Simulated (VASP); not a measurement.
Set up this calculation in VASP 6.6.1, as the native input.

* Task: single point
* Functional: PBE
* Potentials or basis: VASP PAW PBE potentials, release 64 (Hf_pv)
* Cutoff: 520 eV
* k mesh: 15 × 15 × 4
* Occupations: fermi-dirac, width 0.1 eV
* Spin: no spin polarisation
* Dipole correction: no
* Further INCAR settings: ALGO = Normal; EDIFF = 1e-06; NBANDS = 28

The structure of Hf lies in POSCAR:

```
Hf
1.0
    3.1564711470      0.0000000000      0.0000000000
   -1.5782355735      2.7335841996      0.0000000000
    0.0000000000      0.0000000000     10.0953515645
Hf
4
Direct
    1.0000000000      1.0000000000      1.0000000000
    1.0000000000      1.0000000000      0.5000000000
    0.3333333333      0.6666666667      0.2500000000
    0.6666666667      0.3333333333      0.7500000000
```

The input as run:

INCAR

```
PREC = Accurate
ENCUT = 520
EDIFF = 1E-6
ISMEAR = -1
SIGMA = 0.1
LREAL = F
LASPH = T
NELM = 100
ALGO = Normal
ISIF = 2
LWAVE = F
LCHARG = F
GGA = PE
NBANDS = 28
```

KPOINTS

```
regular mesh
0
Gamma
  15 15 4
```

Potentials or basis: VASP PAW PBE potentials, release 64 (Hf_pv).

Launch:

```console
$ cat potpaw_PBE.64/Hf_pv/POTCAR > POTCAR
$ mpirun -np 1 vasp_std > vasp.out
```

Results of the run:

The pressure is 4.2 GPa. The band gap on the k mesh is zero (bands 20 and 21 overlap by 1.69 eV).

Caveat: the cell stands under pressure; spin-orbit coupling is left out, which moves the levels of the heavy elements.

Run time: 58 s on 1 thread of Intel(R) Xeon(R) 6975P-C (Granite Rapids) (shared host), peak memory 0.3 GiB.
